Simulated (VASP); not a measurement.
# SnO2 (P6_3/mmc) in VASP: a series of runs

Runs on SnO2. Level: r2SCAN. Tasks: single point.

All numbers are computed with VASP 6.6.1; they aren't measurements. Logs are shortened: lines on timing, memory, paths and dates and some standing lists are left out, and cuts for length are marked.

**1. The cell of the first run**

The structure is hexagonal, space group P6_3/mmc (No. 194). The conventional cell has a = 3.231 Å, b = 3.231 Å, c = 10.791 Å, α = 90.00°, β = 90.00°, γ = 120.00°. Within 2.8 Å of Sn (site symmetry -3m) lie 6 O at 2.12 Å. Within 2.8 Å of O (site symmetry 3m) lie 3 Sn at 2.12 Å and 3 O at 2.76 Å.

**2. Single point, r2SCAN**

File POSCAR:

```
SnO2
1.0
    3.2305800000      0.0000000000      0.0000000000
   -1.6152900000      2.7977600000      0.0000000000
    0.0000000000      0.0000000000     10.7905600000
Sn O
2 4
Direct
    0.0000000000      0.0000000000      0.5000000000
    0.0000000000      0.0000000000      0.0000000000
    0.6666666667      0.3333333333      0.4058600000
    0.6666666667      0.3333333333      0.0941400000
    0.3333333333      0.6666666667      0.5941400000
    0.3333333333      0.6666666667      0.9058600000
```

File INCAR.step1:

```
  PREC = Accurate
  ENCUT = 520
  ISMEAR = -1
  SIGMA = 0.05
  LREAL = False
  LASPH = True
  NELM = 100
  NBANDS = 35
  GGA = PE
  ALGO = Normal
  EDIFF = 1E-4
  LWAVE = True
  LCHARG = False
```

File INCAR.step2:

```
  PREC = Accurate
  ENCUT = 520
  EDIFF = 1E-7
  ISMEAR = -1
  SIGMA = 0.05
  LREAL = False
  LASPH = True
  NELM = 100
  ALGO = Normal
  ISIF = 2
  LWAVE = False
  LCHARG = False
  METAGGA = R2SCAN
  LMIXTAU = True
  NBANDS = 35
  ISTART = 1
```

File KPOINTS:

```
Automatic mesh
0
Gamma
  7 7 2
```

Potentials or basis: VASP PAW PBE potentials, release 64 (Sn_d, O).

Started as:

```bash
$ cat potpaw_PBE.64/Sn_d/POTCAR potpaw_PBE.64/O/POTCAR > POTCAR
$ cp INCAR.step1 INCAR
$ mpirun -np 1 vasp_std > vasp.out
$ cp INCAR.step2 INCAR
$ mpirun -np 1 vasp_std > vasp.out
```

OUTCAR:

```text
PREC = Accurate
   ENCUT = 520
   EDIFF = 1E-7
   ISMEAR = -1
   LREAL = False
   LASPH = True
   NELM = 100
   ISIF = 2
   METAGGA = R2SCAN
   ISTART = 1

 ion  position               nearest neighbor table
   1  0.000  0.000  0.500-   5 2.12   3 2.12   5 2.12   3 2.12   3 2.12   5 2.12
   2  0.000  0.000  0.000-   6 2.12   4 2.12   6 2.12   4 2.12   4 2.12   6 2.12
   3  0.667  0.333  0.406-   1 2.12   1 2.12   1 2.12
   4  0.667  0.333  0.094-   2 2.12   2 2.12   2 2.12
   5  0.333  0.667  0.594-   1 2.12   1 2.12   1 2.12
   6  0.333  0.667  0.906-   2 2.12   2 2.12   2 2.12

  LATTYP: Found a hexagonal cell.
 ALAT       =     3.2305800000
 C/A-ratio  =     3.3401308743

  Lattice vectors:

 A1 = (   3.2305800000,   0.0000000000,   0.0000000000)
 A2 = (  -1.6152900000,   2.7977600000,   0.0000000000)
 A3 = (   0.0000000000,   0.0000000000,  10.7905600000)

Analysis of symmetry for initial positions (statically):
=====================================================================
 Subroutine PRICEL returns:
 Original cell was already a primitive cell.

 Routine SETGRP: Setting up the symmetry group for a
 hexagonal supercell.

 Subroutine GETGRP returns: Found 24 space group operations
 (whereof 12 operations were pure point group operations)
 out of a pool of 24 trial point group operations.

The static configuration has the point symmetry D_3d.
 The point group associated with its full space group is D_6h.

Analysis of symmetry for dynamics (positions and initial velocities):
=====================================================================
 Subroutine PRICEL returns:
 Original cell was already a primitive cell.

 Routine SETGRP: Setting up the symmetry group for a
 hexagonal supercell.

 Subroutine GETGRP returns: Found 24 space group operations
 (whereof 12 operations were pure point group operations)
 out of a pool of 24 trial point group operations.

The dynamic configuration has the point symmetry D_3d.
 The point group associated with its full space group is D_6h.

 Subroutine INISYM returns: Found 24 space group operations
 (whereof 12 operations are pure point group operations),
 and found     1 'primitive' translations

----------------------------------------------------------------------------------------

                                     Primitive cell

  volume of cell :      97.5293

  direct lattice vectors                    reciprocal lattice vectors
     3.230580000  0.000000000  0.000000000     0.309541940  0.178714400  0.000000000
    -1.615290000  2.797760000  0.000000000     0.000000000  0.357428800  0.000000000
     0.000000000  0.000000000 10.790560000     0.000000000  0.000000000  0.092673596

  length of vectors
     3.230580000  3.230576234 10.790560000     0.357428383  0.357428800  0.092673596

  position of ions in fractional coordinates (direct lattice)
     0.000000000  0.000000000  0.500000000
     0.000000000  0.000000000  0.000000000
     0.666666667  0.333333333  0.405860000
     0.666666667  0.333333333  0.094140000
     0.333333333  0.666666667  0.594140000
     0.333333333  0.666666667  0.905860000

  ion indices of the primitive-cell ions
   primitive index   ion index
                 1           1
                 2           2
                 3           3
                 4           4
                 5           5
                 6           6

----------------------------------------------------------------------------------------

 KPOINTS: Automatic mesh

Automatic generation of k-mesh.
 Grid dimensions read from file:
 generate k-points for:    7    7    2

 Generating k-lattice:

  Cartesian coordinates                     Fractional coordinates (reciprocal lattice)
     0.044220277  0.025530629  0.000000000     0.142857143 -0.000000000  0.000000000
     0.000000000  0.051061257  0.000000000     0.000000000  0.142857143  0.000000000
     0.000000000  0.000000000  0.046336798     0.000000000  0.000000000  0.500000000

  Length of vectors
     0.051061198  0.051061257  0.046336798

  Shift w.r.t. Gamma in fractional coordinates (k-lattice)
     0.000000000  0.000000000  0.000000000

 Subroutine IBZKPT returns following result:
 ===========================================

 Found     16 irreducible k-points:

 Following reciprocal coordinates:
            Coordinates               Weight
  0.000000  0.000000  0.000000      1.000000
  0.142857 -0.000000  0.000000      6.000000
  0.285714  0.000000  0.000000      6.000000
  0.428571 -0.000000  0.000000      6.000000
  0.142857  0.142857  0.000000      6.000000
  0.285714  0.142857  0.000000     12.000000
[... 8 lines left out ...]
  0.428571  0.142857  0.500000      6.000000
  0.285714  0.285714  0.500000      6.000000
   k-points           NKPTS =     16   k-points in BZ     NKDIM =     16   number of bands    NBANDS=     35
   number of dos      NEDOS =    301   number of ions     NIONS =      6
   total plane-waves  NPLWV =  46080
   dimension x,y,z NGX =    24 NGY =   24 NGZ =   80
   dimension x,y,z NGXF=    48 NGYF=   48 NGZF=  160
   ions per type =               2   4
   NGX,Y,Z   is equivalent  to a cutoff of  12.35, 12.35, 12.33 a.u.
   NGXF,Y,Z  is equivalent  to a cutoff of  24.70, 24.70, 24.65 a.u.
 SYSTEM =  unknown system
   PREC   = accura    normal or accurate (medium, high low for compatibility)
   ISTART =      1    job   : 0-new  1-cont  2-samecut
   ICHARG =      0    charge: 1-file 2-atom 10-const
   ISPIN  =      1    spin polarized calculation?
   LNONCOLLINEAR =      F non collinear calculations
   LSORBIT =      F    spin-orbit coupling
   LASPH  =      T    aspherical Exc in radial PAW
   ENCUT  =  520.0 eV  38.22 Ry    6.18 a.u.   6.01  6.01 20.06*2*pi/ulx,y,z
   NELM   =    100;   NELMIN=  2; NELMDL=  0     # of ELM steps
   EDIFF  = 0.1E-06   stopping-criterion for ELM
   LREAL  =      F    real-space projection
   EDIFFG = 0.1E-05   stopping-criterion for IOM
   NSW    =      0    number of steps for IOM
   IBRION =     -1    ionic relax: 0-MD 1-quasi-New 2-CG
   NFREE  =      0    steps in history (QN), initial steepest desc. (CG)
   ISIF   =      2    stress and relaxation
   ISYM   =      2    0-nonsym 1-usesym 2-fastsym
   POTIM  = 0.5000    time-step for ionic-motion
   TEBEG  =    0.0;   TEEND  =   0.0 temperature during run
   PSTRESS=    0.0 pullay stress
   NELECT =      52.0000    total number of electrons
   NUPDOWN=      -1.0000    fix difference up-down
   EMIN   =  10.00;   EMAX   =-10.00  energy-range for DOS
   EFERMI =   0.00;   METHOD = LEGACY
   ISMEAR =    -1;   SIGMA  =   0.05  broadening in eV -4-tet -1-fermi 0-gaus
   EFERMI_NEDOS =   21; number of points for ismear=-14 and -15
   IALGO  =     38    algorithm
   IMIX   =      4    mixing-type and parameters
     AMIX     =   0.40;   BMIX     =  1.00
     AMIX_MAG =   1.60;   BMIX_MAG =  1.00
  volume/ion in A,a.u.               =      16.25       109.69
  Fermi-wavevector in a.u.,A,eV,Ry     =   1.327489  2.508591 23.976558  1.762227
  Thomas-Fermi vector in A             =   2.456798
   LORBIT       =      0    0 simple, 1 ext, 2 COOP (PROOUT), +10 PAW based schemes
   METAGGA = R2SCAN    functional components
   LHFCALC =     F    Hartree Fock is set to
   AEXX    =    0.0000 exact exchange contribution
   IVDW    =     0    specifies the selected vdW correction
   LEPSILON=     F    determine dielectric tensor
   LRPA    =     F    only Hartree local field effects (RPA)
 non-spin polarized calculation
  energy-cutoff  :      520.00
  volume of cell :       97.53
 maximum number of plane-waves:      2654
   NGX = 13   NGY = 13   NGZ = 41

 number of electron      51.9999996 magnetization

 Free energy of the ion-electron system (eV)
  ---------------------------------------------------
  ext. energy  EPLUGINS =         0.00000000
  ---------------------------------------------------
  free energy    TOTEN  =       -83.11512846 eV

  energy without entropy =      -83.11512846  energy(sigma->0) =      -83.11512846

 E-fermi :   2.8771     XC(G=0):  -9.8111

 val. band max:        1.6567745197   @ k =   0.2857   0.1429   0.0000
 cond. band min:       4.2750553812   @ k =   0.0000   0.0000   0.0000
 fundamental gap:      2.6182808615
 Fermi energy:         2.8771357402

 k-point     1 :       0.0000    0.0000    0.0000
  band No.  band energies     occupation
      1     -18.9187      2.00000
      2     -18.9172      2.00000
      3     -18.6791      2.00000
      4     -18.6790      2.00000
      5     -18.6790      2.00000
      6     -18.6790      2.00000
[... 27 lines left out ...]
     34      13.7024      0.00000
     35      13.7633      0.00000

 k-point     2 :       0.1429   -0.0000    0.0000
  band No.  band energies     occupation
      1     -18.9141      2.00000
      2     -18.9126      2.00000
      3     -18.7961      2.00000
      4     -18.7951      2.00000
      5     -18.6428      2.00000
      6     -18.6428      2.00000
[... 27 lines left out ...]
     34      13.5465      0.00000
     35      14.1351      0.00000

 k-point     3 :       0.2857    0.0000    0.0000
  band No.  band energies     occupation
      1     -19.2991      2.00000
      2     -19.2964      2.00000
      3     -18.6372      2.00000
      4     -18.6367      2.00000
      5     -18.5932      2.00000
      6     -18.5931      2.00000
[... 27 lines left out ...]
     34      13.8623      0.00000
     35      14.9356      0.00000
[... 419 lines left out ...]
 k-point    15 :       0.4286    0.1429    0.5000
  band No.  band energies     occupation
      1     -19.5105      2.00000
      2     -19.5105      2.00000
      3     -18.7656      2.00000
      4     -18.7656      2.00000
      5     -18.5802      2.00000
      6     -18.5802      2.00000
[... 27 lines left out ...]
     34      13.9556      0.00000
     35      14.3487      0.00000

 k-point    16 :       0.2857    0.2857    0.5000
  band No.  band energies     occupation
      1     -19.3342      2.00000
      2     -19.3342      2.00000
      3     -19.0397      2.00000
      4     -19.0397      2.00000
      5     -18.5121      2.00000
      6     -18.5121      2.00000
[... 27 lines left out ...]
     34      13.4195      0.00000
     35      14.2637      0.00000

------------------------ aborting loop because EDIFF is reached ----------------------------------------

  FORCE on cell =-STRESS in cart. coord.  units (eV):
  Direction    XX          YY          ZZ          XY          YZ          ZX
  --------------------------------------------------------------------------------------
  -------------------------------------------------------------------------------------
  Total       -3.7270237     -3.7270121     -2.1661754     -0.0000000     -0.0000000      0.0000000
  in kB      -61.2262696    -61.2260793    -35.5851878     -0.0000000     -0.0000000      0.0000000
  external PRESSURE =     -52.6791789 kB  Pullay stress =       0.0000000 kB

 VOLUME and BASIS-vectors are now :
 -----------------------------------------------------------------------------
  energy-cutoff  :      520.00
  volume of cell :       97.53
      direct lattice vectors                 reciprocal lattice vectors
     3.230580000  0.000000000  0.000000000     0.309541940  0.178714400  0.000000000
    -1.615290000  2.797760000  0.000000000     0.000000000  0.357428800  0.000000000
     0.000000000  0.000000000 10.790560000     0.000000000  0.000000000  0.092673596

 POSITION                                       TOTAL-FORCE (eV/Angst)
 -----------------------------------------------------------------------------------
      0.00000      0.00000      5.39528         0.000000      0.000000      0.000000
      0.00000      0.00000      0.00000         0.000000      0.000000      0.000000
      1.61529      0.93259      4.37946         0.000000      0.000000      0.552383
      1.61529      0.93259      1.01582         0.000000     -0.000000     -0.552383
     -0.00000      1.86517      6.41110        -0.000000     -0.000000     -0.552383
     -0.00000      1.86517      9.77474        -0.000000      0.000000      0.552383
 -----------------------------------------------------------------------------------
    total drift:                               -0.000000      0.000000      0.000000

  FREE ENERGIE OF THE ION-ELECTRON SYSTEM (eV)
  ---------------------------------------------------
  free  energy   TOTEN  =       -83.1151284594 eV

  energy  without entropy=      -83.1151284594  energy(sigma->0) =      -83.11512846
```

Run time: 90 s. Hardware: 1 thread of Intel Xeon 6975P-C (Granite Rapids), shared host; peak memory 0.23 GiB.

Results:

```
Free energy            : -83.1151 eV
Pressure               : -5.3 GPa
Largest force          : 0.552 eV/Å
Band gap on the k mesh : 2.62 eV (least direct gap 3.00 eV)
```

Forces in eV/Å, atoms in the order of the input:
```
Sn   0.000  0.000  0.000
Sn   0.000  0.000  0.000
O    0.000  0.000  0.552
O    0.000  0.000 -0.552
O    0.000  0.000 -0.552
O    0.000  0.000  0.552
```

Stress tensor (GPa, compression positive):
```
-6.12  0.00  0.00
 0.00 -6.12  0.00
 0.00  0.00 -3.56
```

Caveat: the cell stands under tension; the PAW data sets were made with another functional, which shifts forces and pressure a little; spin-orbit coupling is left out, which moves the levels of the heavy elements; an odd mesh through Γ misses points on the zone boundary, where band edges can lie.

[end of part 1 of 2]
